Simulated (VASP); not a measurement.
**Ca2Te2H5: relaxation of cell and atoms with PBE**

Ca2Te2H5:

```
CELL_PARAMETERS angstrom
4.15330 0.00000 0.00000
0.00000 4.15330 0.00000
0.00000 0.00000 8.28668
ATOMIC_POSITIONS crystal
Ca 0.00000 0.00000 0.00000
Ca 0.00000 0.00000 0.50000
Te 0.50000 0.50000 0.25663
Te 0.50000 0.50000 0.74337
H 0.50000 0.00000 0.22090
H 0.50000 0.00000 0.77910
H 0.50000 0.50000 0.50000
H 0.00000 0.50000 0.22090
H 0.00000 0.50000 0.77910
```

The cell was built from a structure type or drawn by symmetry, and may not be a known phase.

```
Program                : VASP 6.6.1
Task                   : relaxation of cell and atoms
Functional             : PBE
Potentials or basis    : VASP PAW PBE potentials, release 64 (Ca_sv, Te, H)
Cutoff                 : 600 eV
k mesh                 : 4 × 4 × 2
Occupations            : gaussian, width 0.1 eV
Spin                   : no spin polarisation
Dipole correction      : no
Further INCAR settings : ALGO = Normal; EDIFF = 1e-07; IBRION = 2; EDIFFG = -0.04; NSW = 90; ISIF = 3
```

```
Relaxed volume                        : 19.08 Å³/atom
Relaxed cell                          : a = 4.025 Å, b = 4.025 Å, c = 10.601 Å, α = 90.00°, β = 90.00°, γ = 90.00°
Space group after relaxing (to 0.1 Å) : P4/mmm (No. 123)
Energy gained by relaxing             : 208.6 meV/atom
Ionic steps                           : 32
Pressure after relaxing               : 0.0 GPa
Largest force after relaxing          : 0.033 eV/Å
Band gap on the k mesh                : zero (an odd number of electrons rules out a gap without spin polarisation)
```

Forces on the atoms (eV/Å):
```
Ca   0.000  0.000  0.000
Ca   0.000  0.000  0.000
Te   0.000  0.000  0.033
Te   0.000  0.000 -0.033
H    0.000  0.000  0.022
H    0.000  0.000 -0.022
H    0.000  0.000  0.000
H    0.000  0.000  0.022
H    0.000  0.000 -0.022
```

The path:
| step | energy change (eV) | largest force (eV/Å) | pressure (GPa) | volume (Å³) |
| --- | --- | --- | --- | --- |
| 1 | 0.0000 | 1.0788 | 1.65 | 142.94 |
| 2 | -0.1707 | 0.9587 | 0.36 | 146.35 |
| 3 | -0.3028 | 0.7329 | -0.92 | 150.65 |
| 4 | -0.5477 | 0.7648 | -1.83 | 159.36 |
| 5 | -1.0141 | 0.2826 | -3.02 | 177.25 |
| 6 | -1.1408 | 0.4420 | -2.64 | 177.62 |
| 7 | -1.2594 | 0.7966 | -1.39 | 178.21 |
| 8 | -1.2605 | 0.7665 | -1.52 | 178.18 |
| 9 | -1.3167 | 0.6563 | -1.18 | 176.10 |
| 10 | -1.4246 | 0.3311 | -0.04 | 169.95 |
| 11 | -1.3659 | 0.2576 | 2.73 | 158.08 |
| 12 | -1.4449 | 0.2488 | 0.86 | 165.74 |
| 13 | -1.4649 | 0.2373 | 0.47 | 166.87 |
| 14 | -1.4836 | 0.2069 | -0.38 | 169.45 |
| 15 | -1.5041 | 0.2418 | -0.29 | 169.18 |
| 16 | -1.5581 | 0.3544 | -0.06 | 168.37 |
| 17 | -1.6301 | 0.5672 | 0.25 | 166.74 |
| 18 | -1.6149 | 0.8079 | -0.13 | 163.42 |
| 19 | -1.6432 | 0.7824 | 0.34 | 165.00 |
| 20 | -1.6560 | 0.7797 | 0.28 | 164.96 |
| 21 | -1.6901 | 0.7634 | 0.09 | 164.85 |
| 22 | -1.7388 | 0.6834 | -0.39 | 164.62 |
| 23 | -1.7435 | 0.4709 | -0.86 | 164.16 |
| 24 | -1.7591 | 0.5951 | -0.65 | 164.38 |
| 25 | -1.7840 | 0.5032 | -0.26 | 163.26 |
| 26 | -1.8176 | 0.1599 | 0.99 | 159.92 |
| 27 | -1.8344 | 0.1130 | 0.79 | 161.78 |
| 28 | -1.8588 | 0.0643 | 0.33 | 167.18 |
| 29 | -1.8710 | 0.0464 | -0.03 | 170.05 |
| 30 | -1.8742 | 0.0347 | -0.35 | 172.71 |
| 31 | -1.8769 | 0.0404 | 0.13 | 171.38 |
| 32 | -1.8772 | 0.0331 | 0.00 | 171.73 |

Final structure:
```
Ca Te H
1.0
     4.02489    0.00000    0.00000
     0.00000    4.02489    0.00000
     0.00000    0.00000   10.60059
Ca Te H
2 2 5
Direct
  0.00000 0.00000 0.00000
  0.00000 0.00000 0.50000
  0.50000 0.50000 0.18242
  0.50000 0.50000 0.81758
  0.50000 0.00000 0.14322
  0.50000 0.00000 0.85678
  0.50000 0.50000 0.50000
  0.00000 0.50000 0.14322
  0.00000 0.50000 0.85678
```

Levels at points of the mesh, in eV from the Fermi level:
```
           k point  band 14  band 15  band 16  band 17  band 18  band 19  band 20  band 21  band 22  band 23
(0.00, 0.00, 0.00)    -3.65    -3.52    -2.42    -2.42    -2.37    -2.37    -1.17    -0.23     0.71     1.15
(0.50, 0.00, 0.00)    -3.45    -2.82    -2.26    -1.84    -1.66    -1.15    -1.11     0.37     1.42     1.53
(0.50, 0.50, 0.00)    -7.54    -3.96    -2.62    -1.59    -0.34     0.86     0.86     1.05     1.05     1.10
(0.00, 0.00, 0.50)    -3.65    -2.67    -2.42    -2.42    -2.36    -2.36    -1.15    -0.25     0.72     1.16
(0.50, 0.00, 0.50)    -3.99    -2.66    -2.26    -1.96    -1.67    -0.79    -0.66    -0.25     1.12     1.17
(0.50, 0.50, 0.50)    -7.54    -3.48    -3.48    -1.06    -0.17     0.53     0.76     0.76     1.22     1.22
```

It took 31 min on 1 thread of AMD EPYC 7R43 64-Core Processor (Zen 3) (shared host), peak memory 0.29 GiB.

Caveat: the k points lie up to 0.39 Å⁻¹ apart in the final cell, too coarse for converged energies and pressures of a metal; the volume moved by over 15 % at a fixed basis, so the end points are rough; spin-orbit coupling is left out, which moves the levels of the heavy elements.
